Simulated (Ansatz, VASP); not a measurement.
# One calculation of Tm, two programs

File POSCAR:

```
Tm
1.0
   -1.9705499473      1.9705499473      1.9705499473
    1.9705499473     -1.9705499473      1.9705499473
    1.9705499473      1.9705499473     -1.9705499473
Tm
1
Direct
    0.0000000000      0.0000000000      0.0000000000
```

Contents of INCAR.step1:

```
SYSTEM = Tm
PREC = Accurate
ENCUT = 520
ISMEAR = -1
SIGMA = 0.08
LREAL = .False.
LASPH = .True.
NELM = 100
NBANDS = 18
GGA = PE
ALGO = Normal
EDIFF = 1E-4
LWAVE = .True.
LCHARG = .False.
```

The input INCAR.step2:

```
SYSTEM = Tm
PREC = Accurate
ENCUT = 520
EDIFF = 1E-8
ISMEAR = -1
SIGMA = 0.08
LREAL = .False.
LASPH = .True.
NELM = 100
ALGO = Normal
ISIF = 2
LWAVE = .False.
LCHARG = .False.
METAGGA = R2SCAN
LMIXTAU = .True.
LEFG = .True.
NBANDS = 18
ISTART = 1
```

Contents of KPOINTS:

```
regular mesh
0
Gamma
  12 12 12
  0 0 0
```

Input for Ansatz:

```yaml
crystal:
  lattice:
    - [-1.9705499473, 1.9705499473, 1.9705499473]
    - [1.9705499473, -1.9705499473, 1.9705499473]
    - [1.9705499473, 1.9705499473, -1.9705499473]
  atoms:
    - { symbol: Tm, position: [0.0, 0.0, 0.0] }
kpoints:
  mp_grid: { grid: [12, 12, 12] }
  band_path:
    path:
      - [0.0, 0.0, 0.0]
      - [0.5, -0.5, 0.5]
      - [0.0, 0.0, 0.5]
      - [0.0, 0.0, 0.0]
      - [0.25, 0.25, 0.25]
      - [0.5, -0.5, 0.5]
      - [0.25, 0.25, 0.25]
      - [0.0, 0.0, 0.5]
    npoints: 8
scf:
  occupations: { method: fermi_dirac, width: 0.08 }
hamiltonian:
  xc: r2scan
  pseudopotentials: { kind: paw }
output:
  forces: true
  stress: true
  eigenvalues: true
  efg: { contact_densities: true }
  populations: true
  bader: true
  dos: { projected: true, de: 0.2, e_range: [-14, 8] }
```

Alike in both runs: task electric field gradients; functional r2SCAN; k mesh 12 × 12 × 12; occupations fermi-dirac, width 0.08 eV; no spin polarisation.

|  | VASP | Ansatz |
| --- | --- | --- |
| version | VASP 6.6.1 | Ansatz 0.2.0 |
| potentials or method | VASP PAW PBE potentials, release 64 (Tm) | PAW with Ansatz's default frozen-core files, scalar-relativistic |
| plane-wave cutoff (eV) | 520 | 500 |
| valence electrons in the cell | 23 | 23 |

Ansatz gave:

```
pressure (GPa) : 2.3
```

**Question.** What did VASP give for the same quantities?

**Answer.** Pressure (GPa): 2.1.

VASP's potentials were made for PBE, not for r2SCAN.

Neither program's run includes spin-orbit coupling.
